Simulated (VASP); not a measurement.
# Te6Mo3H (a cell with a defect) in VASP: further runs, part 3 of 3

VASP 6.6.1. Earlier steps stand in the parts before.

### Step 5. Single point, PBEsol+D3(BJ)

Input file INCAR:

```
  PREC = Accurate
  ENCUT = 400
  EDIFF = 1E-6
  ISMEAR = 0
  SIGMA = 0.05
  LREAL = F
  LASPH = T
  NELM = 120
  ALGO = Normal
  ISIF = 2
  LWAVE = F
  LCHARG = F
  GGA = PS
  IVDW = 12
  NBANDS = 50
  GGA_COMPAT = F
```

Input file KPOINTS:

```
Automatic mesh
0
Gamma
  9 9 2
```

Input file POSCAR:

```
Te6Mo3H
1.0
    3.4334348991      0.0000000000      0.0000000000
   -1.7167174496      2.9734418449      0.0000000000
    0.0000000000      0.0000000000     20.7704276327
Te Mo H
6 3 1
Direct
    0.0000000000      0.0000000000      0.9125759158
    0.3333333333      0.6666666667      0.5917813750
    0.3333333333      0.6666666667      0.2333059430
    0.3333333333      0.6666666667      0.7666940570
    0.3333333333      0.6666666667      0.4082186250
    0.0000000000      0.0000000000      0.0874240842
    0.0000000000      0.0000000000      0.6791506171
    0.0000000000      0.0000000000      0.3208493829
    0.3333333333      0.6666666667      0.0000000000
   -0.3023098515     -0.4011549258      0.7523436355
```

Potentials or basis: VASP PAW PBE potentials, release 64 (Te, Mo_sv, H).

Launch:

```bash
$ cat potpaw_PBE.64/Te/POTCAR potpaw_PBE.64/Mo_sv/POTCAR potpaw_PBE.64/H/POTCAR > POTCAR
$ mpirun -np 1 vasp_std > vasp.out
```

OUTCAR:

```text
PREC = Accurate
   ENCUT = 400
   EDIFF = 1E-6
   ISMEAR = 0
   LREAL = F
   LASPH = T
   NELM = 120
   ISIF = 2
   GGA = PS
   IVDW = 12
 IVDW          = 12

 ion  position               nearest neighbor table
   1  0.000  0.000  0.913-   9 2.69   9 2.69   9 2.69   4 3.62   4 3.62   4 3.62   6 3.63
   2  0.333  0.667  0.592-   7 2.69   7 2.69   7 2.69   4 3.63
   3  0.333  0.667  0.233-   8 2.69   8 2.69   8 2.69   6 3.62   6 3.62   6 3.62   5 3.63
   4  0.333  0.667  0.767-  10 1.41  10 2.10   7 2.69   7 2.69   7 2.69   1 3.62   1 3.62   1 3.62
                             2 3.63
   5  0.333  0.667  0.408-   8 2.69   8 2.69   8 2.69   3 3.63
   6  0.000  0.000  0.087-   9 2.69   9 2.69   9 2.69   3 3.62   3 3.62   3 3.62   1 3.63
   7  0.000  0.000  0.679-  10 1.96   2 2.69   2 2.69   2 2.69   4 2.69   4 2.69   4 2.69
   8  0.000  0.000  0.321-   5 2.69   5 2.69   5 2.69   3 2.69   3 2.69   3 2.69
   9  0.333  0.667  0.000-   1 2.69   6 2.69   1 2.69   6 2.69   1 2.69   6 2.69
  10  0.698  0.599  0.752-   4 1.41   7 1.96   4 2.10

  LATTYP: Found a hexagonal cell.
 ALAT       =     3.4334348991
 C/A-ratio  =     6.0494601596

  Lattice vectors:

[... 206 lines left out ...]
      4     -26.2047      2.00000
      5     -25.8957      2.00000
      6     -25.8875      2.00000
[... 1261 lines left out ...]
     49      11.9629      0.00000
     50      12.2478      0.00000

 [... further k-points ...]

------------------------ aborting loop because EDIFF is reached ----------------------------------------

 Edisp (eV)   -5.04242

 E8    (eV) :    -3.4311

  FORCE on cell =-STRESS in cart. coord.  units (eV):
  Direction    XX          YY          ZZ          XY          YZ          ZX
  --------------------------------------------------------------------------------------
  -------------------------------------------------------------------------------------
  Total      15.82503     1.69210     4.41423    -1.11522    -0.08180    -2.46174
  in kB     119.56980    12.78507    33.35280    -8.42633    -0.61804   -18.60026
  external pressure =       55.24 kB  Pullay stress =        0.00 kB

 VOLUME and BASIS-vectors are now :
 -----------------------------------------------------------------------------
  energy-cutoff  :      400.00
  volume of cell :      212.05
      direct lattice vectors                 reciprocal lattice vectors
     3.433434899  0.000000000  0.000000000     0.291253520  0.168155298  0.000000000
    -1.716717450  2.973441845  0.000000000     0.000000000  0.336310596  0.000000000
     0.000000000  0.000000000 20.770427633     0.000000000  0.000000000  0.048145374

 POSITION                                       TOTAL-FORCE (eV/Angst)
 -----------------------------------------------------------------------------------
      0.00000      0.00000     18.95459        -0.017119     -0.016620     -0.022420
     -0.00000      1.98229     12.29155         0.051315     -0.001728     -0.389882
     -0.00000      1.98229      4.84586        -0.001155     -0.000201     -0.032813
     -0.00000      1.98229     15.92456        -7.843902      1.042262      3.637920
     -0.00000      1.98229      8.47888        -0.000337     -0.001217      0.070998
      0.00000      0.00000      1.81584        -0.000776     -0.000777      0.054844
      0.00000      0.00000     14.10625        -0.074364      0.216395     -1.607472
      0.00000      0.00000      6.66418         0.001444     -0.001501     -0.011481
     -0.00000      1.98229      0.00000         0.002279     -0.006377     -0.044504
      1.36743      1.78063     15.62650         7.882614     -1.230236     -1.655190
 -----------------------------------------------------------------------------------
    total drift:                                0.000048      0.000060      0.000034

  FREE ENERGIE OF THE ION-ELECTRON SYSTEM (eV)
  ---------------------------------------------------
  free  energy   TOTEN  =       -63.6450256163 eV

  energy  without entropy=      -63.6381468044  energy(sigma->0) =      -63.64158621
```

OSZICAR:

```text
N       E                     dE             d eps       ncg     rms          rms(c)
DAV:   1     0.535896932595E+03    0.53590E+03   -0.35971E+04  9912   0.115E+03
DAV:   2    -0.267591319728E+02   -0.56266E+03   -0.54195E+03 10072   0.307E+02
DAV:   3    -0.599084911150E+02   -0.33149E+02   -0.32190E+02 10096   0.645E+01
[... 12 lines left out ...]
DAV:  16    -0.586026137592E+02    0.35370E-05   -0.61449E-05 10054   0.347E-02    0.120E-01
DAV:  17    -0.586026061418E+02    0.76174E-05   -0.13322E-05  9552   0.175E-02    0.671E-02
DAV:  18    -0.586026041109E+02    0.20309E-05   -0.38604E-06  8252   0.805E-03    0.429E-02
DAV:  19    -0.586026021456E+02    0.19653E-05   -0.37638E-06  8062   0.839E-03    0.141E-02
DAV:  20    -0.586026014865E+02    0.65908E-06   -0.88518E-07  5120   0.442E-03
   1 F= -.63645026E+02 E0= -.63641586E+02  d E =-.687881E-02
```

Wall time 19 min (1 thread of Oxide Virtual Turin-like, shared host); peak memory 0.56 GiB.

Results:

| Quantity | Value |
| --- | --- |
| Free energy | -63.6450 eV |
| Pressure | 5.5 GPa |
| Largest force | 8.709 eV/Å |
| Band gap on the k mesh | zero (an odd number of electrons rules out a gap without spin polarisation) |
| Dispersion energy per atom | -0.504 eV |

Forces in eV/Å, atoms in the order of the input:
```
Te  -0.017 -0.017 -0.022
Te   0.051 -0.002 -0.390
Te  -0.001  0.000 -0.033
Te  -7.844  1.042  3.638
Te   0.000 -0.001  0.071
Te  -0.001 -0.001  0.055
Mo  -0.074  0.216 -1.607
Mo   0.001 -0.002 -0.011
Mo   0.002 -0.006 -0.045
H    7.883 -1.230 -1.655
```

Caveat: the PAW data sets were made with another functional, which shifts forces and pressure a little; spin-orbit coupling is left out, which moves the levels of the heavy elements; an odd number of electrons without spin polarisation forces a metal; a magnetic or distorted state may lie lower.

### Step 6. The runs side by side

| cell | gap on the mesh (eV) | pressure (GPa) | largest force (eV/Å) |
| --- | --- | --- | --- |
| as given, atomic positions A | none | 0.6 | 0.44 |
| as given, atomic positions B | none | 9.4 | 23.62 |
| as given, atomic positions C | none | 4.8 | 6.32 |
| as given, atomic positions D | none | 5.5 | 8.71 |

Alike in all rows: task single point; level PBEsol+D3(BJ); potentials or basis VASP PAW PBE potentials, release 64 (Te, Mo_sv, H); no spin polarisation; k mesh 9 × 9 × 2; cutoff (eV) 400; smearing gaussian 0.05 eV.

Caveats: the PAW data sets were made with another functional, which shifts forces and pressure a little; spin-orbit coupling is left out, which moves the levels of the heavy elements; an odd number of electrons without spin polarisation forces a metal; a magnetic or distorted state may lie lower.

Total energies depend on the potentials used, so only differences within one code and one set of settings carry meaning.
